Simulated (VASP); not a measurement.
# SnO2 (Pnnm) in VASP: single point with r2SCAN

Aim: the single point of SnO2 with r2SCAN.

Program: VASP 6.6.1. These are calculated values, not measurements. Logs are shortened: lines on timing, memory, paths and dates and some standing lists are left out, and cuts for length are marked.

**1. The cell of the first run**

The structure is orthorhombic, space group Pnnm (No. 58). Conventional cell: a = 4.835 Å, b = 4.915 Å, c = 3.273 Å, α = 90.00°, β = 90.00°, γ = 90.00°. Within 2.8 Å of Sn (site symmetry 2/m) lie 6 O at 2.11 to 2.12 Å. Within 2.8 Å of O (site symmetry m) lie 3 Sn at 2.11 to 2.12 Å and 1 O at 2.67 Å.

**2. Single point, r2SCAN**

POSCAR reads:

```
SnO2
1.0
    4.8354130634      0.0000000000      0.0000000000
    0.0000000000      4.9147691140      0.0000000000
    0.0000000000      0.0000000000      3.2729881860
Sn O
2 4
Direct
    0.0000000000      0.0000000000      0.0000000000
    0.5000000000      0.5000000000      0.5000000000
    0.7081450000      0.6789580000      0.0000000000
    0.2081450000      0.8210420000      0.5000000000
    0.7918550000      0.1789580000      0.5000000000
    0.2918550000      0.3210420000      0.0000000000
```

INCAR.step1 reads:

```
ALGO = Normal
EDIFF = 1E-4
ENCUT = 520
GGA = PE
ISMEAR = 0
LASPH = True
LCHARG = False
LREAL = False
LWAVE = True
NBANDS = 35
NELM = 60
PREC = Accurate
SIGMA = 0.02
```

INCAR.step2 reads:

```
ALGO = Normal
EDIFF = 1E-6
ENCUT = 520
ISIF = 2
ISMEAR = 0
ISTART = 1
LASPH = True
LCHARG = True
LELF = True
LMIXTAU = True
LREAL = False
LVHAR = True
LWAVE = False
METAGGA = R2SCAN
NBANDS = 35
NELM = 60
PREC = Accurate
SIGMA = 0.02
```

KPOINTS reads:

```
k-points
0
Gamma
  8 6 10
```

Potentials or basis: VASP PAW PBE potentials, release 64 (Sn_d, O).

On the command line:

```bash
$ cat potpaw_PBE.64/Sn_d/POTCAR potpaw_PBE.64/O/POTCAR > POTCAR
$ cp INCAR.step1 INCAR
$ mpirun -np 1 vasp_std > vasp.out
$ cp INCAR.step2 INCAR
$ mpirun -np 1 vasp_std > vasp.out
```

OUTCAR:

```text
EDIFF = 1E-6
   ENCUT = 520
   ISIF = 2
   ISMEAR = 0
   ISTART = 1
   LASPH = True
   LREAL = False
   METAGGA = R2SCAN
   NELM = 60
   PREC = Accurate

 ion  position               nearest neighbor table
   1  0.000  0.000  0.000-   4 2.11   5 2.11   4 2.11   5 2.11   3 2.12   6 2.12
   2  0.500  0.500  0.500-   3 2.11   6 2.11   3 2.11   6 2.11   5 2.12   4 2.12
   3  0.708  0.679  0.000-   2 2.11   2 2.11   1 2.12
   4  0.208  0.821  0.500-   1 2.11   1 2.11   2 2.12
   5  0.792  0.179  0.500-   1 2.11   1 2.11   2 2.12
   6  0.292  0.321  0.000-   2 2.11   2 2.11   1 2.12

  LATTYP: Found a simple orthorhombic cell.
 ALAT       =     3.2729881860
 B/A-ratio  =     1.4773695439
 C/A-ratio  =     1.5016152930

  Lattice vectors:

 A1 = (   0.0000000000,   0.0000000000,   3.2729881860)
 A2 = (   4.8354130634,   0.0000000000,   0.0000000000)
 A3 = (   0.0000000000,   4.9147691140,   0.0000000000)

Analysis of symmetry for initial positions (statically):
=====================================================================
 Subroutine PRICEL returns:
 Original cell was already a primitive cell.

 Routine SETGRP: Setting up the symmetry group for a
 simple orthorhombic supercell.

 Subroutine GETGRP returns: Found  8 space group operations
 (whereof  4 operations were pure point group operations)
 out of a pool of  8 trial point group operations.

The static configuration has the point symmetry C_2h.
 The point group associated with its full space group is D_2h.

Analysis of symmetry for dynamics (positions and initial velocities):
=====================================================================
 Subroutine PRICEL returns:
 Original cell was already a primitive cell.

 Routine SETGRP: Setting up the symmetry group for a
 simple orthorhombic supercell.

 Subroutine GETGRP returns: Found  8 space group operations
 (whereof  4 operations were pure point group operations)
 out of a pool of  8 trial point group operations.

The dynamic configuration has the point symmetry C_2h.
 The point group associated with its full space group is D_2h.

 Subroutine INISYM returns: Found  8 space group operations
 (whereof  4 operations are pure point group operations),
 and found     1 'primitive' translations

----------------------------------------------------------------------------------------

                                     Primitive cell

  volume of cell :      77.7824

  direct lattice vectors                    reciprocal lattice vectors
     4.835413063  0.000000000  0.000000000     0.206807565  0.000000000  0.000000000
     0.000000000  4.914769114  0.000000000     0.000000000  0.203468358  0.000000000
     0.000000000  0.000000000  3.272988186     0.000000000  0.000000000  0.305531198

  length of vectors
     4.835413063  4.914769114  3.272988186     0.206807565  0.203468358  0.305531198

  position of ions in fractional coordinates (direct lattice)
     0.000000000  0.000000000  0.000000000
     0.500000000  0.500000000  0.500000000
     0.708145000  0.678958000  0.000000000
     0.208145000  0.821042000  0.500000000
     0.791855000  0.178958000  0.500000000
     0.291855000  0.321042000  0.000000000

  ion indices of the primitive-cell ions
   primitive index   ion index
                 1           1
                 2           2
                 3           3
                 4           4
                 5           5
                 6           6

----------------------------------------------------------------------------------------

 KPOINTS: k-points

Automatic generation of k-mesh.
 Grid dimensions read from file:
 generate k-points for:    8    6   10

 Generating k-lattice:

  Cartesian coordinates                     Fractional coordinates (reciprocal lattice)
     0.025850946  0.000000000  0.000000000     0.125000000  0.000000000  0.000000000
     0.000000000  0.033911393  0.000000000     0.000000000  0.166666667  0.000000000
     0.000000000  0.000000000  0.030553120     0.000000000  0.000000000  0.100000000

  Length of vectors
     0.025850946  0.033911393  0.030553120

  Shift w.r.t. Gamma in fractional coordinates (k-lattice)
     0.000000000  0.000000000  0.000000000

 Subroutine IBZKPT returns following result:
 ===========================================

 Found    120 irreducible k-points:

 Following reciprocal coordinates:
            Coordinates               Weight
  0.000000  0.000000  0.000000      1.000000
  0.125000  0.000000  0.000000      2.000000
  0.250000  0.000000  0.000000      2.000000
  0.375000  0.000000  0.000000      2.000000
  0.500000  0.000000  0.000000      1.000000
  0.000000  0.166667  0.000000      2.000000
[... 16 lines left out ...]
  0.250000  0.000000  0.100000      4.000000
  0.375000  0.000000  0.100000      4.000000
 [... further k-points ...]
   k-points           NKPTS =    120   k-points in BZ     NKDIM =    120   number of bands    NBANDS=     35
   number of dos      NEDOS =    301   number of ions     NIONS =      6
   total plane-waves  NPLWV =  34560
   dimension x,y,z NGX =    36 NGY =   40 NGZ =   24
   dimension x,y,z NGXF=    72 NGYF=   80 NGZF=   48
   ions per type =               2   4
   NGX,Y,Z   is equivalent  to a cutoff of  12.38, 13.53, 12.19 a.u.
   NGXF,Y,Z  is equivalent  to a cutoff of  24.75, 27.06, 24.38 a.u.
 SYSTEM =  unknown system
   PREC   = accura    normal or accurate (medium, high low for compatibility)
   ISTART =      1    job   : 0-new  1-cont  2-samecut
   ICHARG =      0    charge: 1-file 2-atom 10-const
   ISPIN  =      1    spin polarized calculation?
   LNONCOLLINEAR =      F non collinear calculations
   LSORBIT =      F    spin-orbit coupling
   LASPH  =      T    aspherical Exc in radial PAW
   ENCUT  =  520.0 eV  38.22 Ry    6.18 a.u.   8.99  9.14  6.09*2*pi/ulx,y,z
   NELM   =     60;   NELMIN=  2; NELMDL=  0     # of ELM steps
   EDIFF  = 0.1E-05   stopping-criterion for ELM
   LREAL  =      F    real-space projection
   EDIFFG = 0.1E-04   stopping-criterion for IOM
   NSW    =      0    number of steps for IOM
   IBRION =     -1    ionic relax: 0-MD 1-quasi-New 2-CG
   NFREE  =      0    steps in history (QN), initial steepest desc. (CG)
   ISIF   =      2    stress and relaxation
   ISYM   =      2    0-nonsym 1-usesym 2-fastsym
   POTIM  = 0.5000    time-step for ionic-motion
   TEBEG  =    0.0;   TEEND  =   0.0 temperature during run
   PSTRESS=    0.0 pullay stress
   NELECT =      52.0000    total number of electrons
   NUPDOWN=      -1.0000    fix difference up-down
   EMIN   =  10.00;   EMAX   =-10.00  energy-range for DOS
   EFERMI =   0.00;   METHOD = LEGACY
   ISMEAR =     0;   SIGMA  =   0.02  broadening in eV -4-tet -1-fermi 0-gaus
   EFERMI_NEDOS =   21; number of points for ismear=-14 and -15
   IALGO  =     38    algorithm
   IMIX   =      4    mixing-type and parameters
     AMIX     =   0.40;   BMIX     =  1.00
     AMIX_MAG =   1.60;   BMIX_MAG =  1.00
  volume/ion in A,a.u.               =      12.96        87.48
  Fermi-wavevector in a.u.,A,eV,Ry     =   1.431470  2.705086 27.879782  2.049106
  Thomas-Fermi vector in A             =   2.551203
   LORBIT       =      0    0 simple, 1 ext, 2 COOP (PROOUT), +10 PAW based schemes
   METAGGA = R2SCAN    functional components
   LHFCALC =     F    Hartree Fock is set to
   AEXX    =    0.0000 exact exchange contribution
   IVDW    =     0    specifies the selected vdW correction
   LEPSILON=     F    determine dielectric tensor
   LRPA    =     F    only Hartree local field effects (RPA)
 non-spin polarized calculation
 Gauss-broadening in eV      SIGMA  =   0.02
  energy-cutoff  :      520.00
  volume of cell :       77.78
 maximum number of plane-waves:      2116
 NGX is ok and might be reduce to    36
   NGX = 17   NGY = 19   NGZ = 13

 number of electron      51.9999983 magnetization

 Free energy of the ion-electron system (eV)
  ---------------------------------------------------
  ext. energy  EPLUGINS =         0.00000000
  ---------------------------------------------------
  free energy    TOTEN  =       -84.42085476 eV

  energy without entropy =      -84.42085476  energy(sigma->0) =      -84.42085476

 E-fermi :   4.8077     XC(G=0): -11.5779

 val. band max:        4.6865622348   @ k =   0.0000   0.0000   0.0000
 cond. band min:       5.7942030441   @ k =   0.0000   0.0000   0.0000
 fundamental gap:      1.1076408093
 Fermi energy:         4.8076826515

 k-point     1 :       0.0000    0.0000    0.0000
  band No.  band energies     occupation
      1     -16.8564      2.00000
      2     -16.1296      2.00000
      3     -15.9411      2.00000
      4     -15.9382      2.00000
      5     -15.9272      2.00000
      6     -15.8673      2.00000
[... 27 lines left out ...]
     34      17.1267      0.00000
     35      17.4888      0.00000

 k-point     2 :       0.1250    0.0000    0.0000
  band No.  band energies     occupation
      1     -16.8342      2.00000
      2     -16.1573      2.00000
      3     -15.9403      2.00000
      4     -15.9377      2.00000
      5     -15.9272      2.00000
      6     -15.8828      2.00000
[... 27 lines left out ...]
     34      17.1640      0.00000
     35      17.5170      0.00000

 k-point     3 :       0.2500    0.0000    0.0000
  band No.  band energies     occupation
      1     -16.7690      2.00000
      2     -16.2456      2.00000
      3     -15.9385      2.00000
      4     -15.9363      2.00000
      5     -15.9272      2.00000
      6     -15.9079      2.00000
[... 27 lines left out ...]
     34      17.3581      0.00000
     35      17.6548      0.00000
[... 723 lines left out ...]
 k-point    23 :       0.2500    0.0000    0.1000
  band No.  band energies     occupation
      1     -16.7341      2.00000
      2     -16.2359      2.00000
      3     -16.0239      2.00000
      4     -16.0196      2.00000
      5     -15.9063      2.00000
      6     -15.8769      2.00000
[... 27 lines left out ...]
     34      17.4350      0.00000
     35      17.5590      0.00000

 k-point    24 :       0.3750    0.0000    0.1000
  band No.  band energies     occupation
      1     -16.6376      2.00000
      2     -16.3719      2.00000
      3     -16.0232      2.00000
      4     -16.0205      2.00000
      5     -15.8988      2.00000
      6     -15.8827      2.00000
[... 27 lines left out ...]
     34      17.7651      0.00000
     35      17.8188      0.00000

 [... further k-points ...]
[... 5 lines left out ...]
  --------------------------------------------------------------------------------------
  -------------------------------------------------------------------------------------
  Total       -5.3728758     -5.5343954     -6.8820940      0.0000000      0.0000000      0.0000000
  in kB     -110.6716154   -113.9986292   -141.7588056      0.0000000      0.0000000      0.0000000
  external PRESSURE =    -122.1430167 kB  Pullay stress =       0.0000000 kB

 VOLUME and BASIS-vectors are now :
 -----------------------------------------------------------------------------
  energy-cutoff  :      520.00
  volume of cell :       77.78
      direct lattice vectors                 reciprocal lattice vectors
     4.835413063  0.000000000  0.000000000     0.206807565  0.000000000  0.000000000
     0.000000000  4.914769114  0.000000000     0.000000000  0.203468358  0.000000000
     0.000000000  0.000000000  3.272988186     0.000000000  0.000000000  0.305531198

 POSITION                                       TOTAL-FORCE (eV/Angst)
 -----------------------------------------------------------------------------------
      0.00000      0.00000      0.00000        -0.000000      0.000000      0.000000
      2.41771      2.45738      1.63649        -0.000000      0.000000      0.000000
      3.42417      3.33692      0.00000        -0.192160      0.006182     -0.000000
      1.00647      4.03523      1.63649        -0.192160     -0.006182     -0.000000
      3.82895      0.87954      1.63649         0.192160      0.006182      0.000000
      1.41124      1.57785      0.00000         0.192160     -0.006182      0.000000
 -----------------------------------------------------------------------------------
    total drift:                                0.000000      0.000000      0.000000

  FREE ENERGIE OF THE ION-ELECTRON SYSTEM (eV)
  ---------------------------------------------------
  free  energy   TOTEN  =       -84.4208547575 eV

  energy  without entropy=      -84.4208547575  energy(sigma->0) =      -84.42085476
```

It took 8.5 min on 1 thread of Intel Xeon Platinum 8488C (Sapphire Rapids), shared host; peak memory 0.36 GiB.

Results:

```yaml
Free_energy: -84.4209 eV
Pressure: -12.2 GPa
Largest_force: 0.192 eV/Å
Band_gap_on_the_k_mesh: 1.11 eV, direct
```

Forces in eV/Å, atoms in the order of the input:
```
Sn   0.000  0.000  0.000
Sn   0.000  0.000  0.000
O   -0.192  0.006  0.000
O   -0.192 -0.006  0.000
O    0.192  0.006  0.000
O    0.192 -0.006  0.000
```

Levels at points of the mesh, in eV from the valence-band top:
```csv
k point,band 22,band 23,band 24,band 25,band 26,band 27,band 28,band 29,band 30,band 31
"(0.00, 0.00, 0.00)",-1.16,-1.12,-0.61,-0.60,0.00,1.11,6.17,6.67,6.82,10.91
"(0.50, 0.00, 0.00)",-1.68,-1.09,-1.09,-0.43,-0.43,4.21,4.21,7.23,7.23,11.20
"(0.00, 0.50, 0.00)",-1.85,-1.08,-1.08,-0.54,-0.54,4.36,4.36,7.68,7.68,11.01
"(0.50, 0.50, 0.00)",-1.73,-1.22,-1.22,-0.74,-0.74,4.71,4.71,7.72,7.72,11.23
"(0.00, 0.00, 0.50)",-2.43,-1.41,-1.41,-1.04,-1.04,6.07,6.07,10.04,10.04,10.99
"(0.50, 0.00, 0.50)",-1.68,-0.81,-0.81,-0.71,-0.71,6.37,6.37,8.39,8.39,11.10
"(0.00, 0.50, 0.50)",-1.39,-1.01,-1.01,-0.61,-0.61,6.27,6.27,8.17,8.17,11.56
"(0.50, 0.50, 0.50)",-2.29,-0.82,-0.82,-0.67,-0.67,4.88,4.88,9.30,9.30,11.32
```

Caveat: the PAW data sets were made with another functional, which shifts forces and pressure a little; spin-orbit coupling is left out, which moves the levels of the heavy elements.
